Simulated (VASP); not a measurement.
TiB2: single point with PBE

TiB2:

```
Ti B
1.0
     3.86945    0.00000    0.00000
    -1.93473    3.35105    0.00000
     0.00000    0.00000    4.32000
Ti B
2 4
Direct
  0.33333 0.66667 0.25000
  0.66667 0.33333 0.75000
  0.00000 0.00000 0.00000
  0.00000 0.00000 0.50000
  0.66667 0.33333 0.25000
  0.33333 0.66667 0.75000
```

The cell was built from a structure type or drawn by symmetry, and may not be a known phase.

```json
{
 "Program": "VASP 6.6.1",
 "Task": "single point",
 "Functional": "PBE",
 "Potentials or basis": "VASP PAW PBE potentials, release 64 (Ti_sv, B)",
 "Cutoff": "520 eV",
 "k mesh": "6 × 6 × 4",
 "Occupations": "gaussian, width 0.1 eV",
 "Spin": "no spin polarisation",
 "Dipole correction": "no",
 "Further INCAR settings": "ALGO = Normal; EDIFF = 1e-06; NBANDS = 27"
}
```

```json
{
 "Pressure": "0.2 GPa",
 "Band gap on the k mesh": "zero (bands 18 and 19 overlap by 0.33 eV)"
}
```

Levels at points of the mesh, in eV from the Fermi level:
```csv
k point,band 14,band 15,band 16,band 17,band 18,band 19,band 20,band 21,band 22,band 23
"(0.00, 0.00, 0.00)",-2.71,-2.71,-2.55,-1.24,-0.04,-0.04,0.17,0.17,2.92,3.12
"(0.50, 0.00, 0.00)",-4.28,-3.17,-2.16,-0.72,-0.14,-0.13,0.02,1.99,2.97,3.11
"(0.00, 0.00, 0.50)",-4.30,-2.88,-2.88,-1.05,-1.05,1.61,1.61,1.61,1.61,2.88
"(0.50, 0.00, 0.50)",-3.72,-3.41,-3.41,-0.48,-0.48,0.36,0.36,2.02,2.02,3.55
```

Run time: 56 s on 1 thread of Intel Xeon 8259CL (shared host), peak memory 0.18 GiB.

Caveat: the k points lie up to 0.36 Å⁻¹ apart.
